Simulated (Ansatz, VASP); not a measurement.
# Two plane-wave programs on C

```xyz
6
Lattice="4.0489 0.0000 0.0000 -2.0245 3.5065 0.0000 0.0000 0.0000 2.4611" Properties=species:S:1:pos:R:3 pbc="T T T"
C     0.7775    1.3467    0.8204
C     2.4939    0.0000    0.0000
C    -1.2470    2.1598    1.6407
C     1.5550    0.0000    1.2305
C    -0.7775    1.3467    0.4102
C     1.2470    2.1598    2.0509
```

Alike in both runs: task relaxation of cell and atoms; functional PBE; k mesh 12 × 12 × 12; occupations gaussian, width 0.02 eV; no spin polarisation.

```csv
,VASP,Ansatz
version,VASP 6.6.1,Ansatz 0.2.0
potentials or method,"VASP PAW PBE potentials, release 64 (C), cutoff 600 eV","scalar-relativistic, plane waves, PAW"
valence electrons in the cell,24,24
```

Ansatz gave:

* gap on the k mesh at the Fermi level, each at its own relaxed structure (eV): 2.07
* relaxed volume (Å³/atom): 5.83
* relaxed length of the cell vector where the two differ most in proportion (Å): 2.461

Q: What did VASP give for the same quantities?

A: gap on the k mesh at the Fermi level, each at its own relaxed structure (eV): 2.05; relaxed volume (Å³/atom): 5.83; relaxed length of the cell vector where the two differ most in proportion (Å): 2.461.
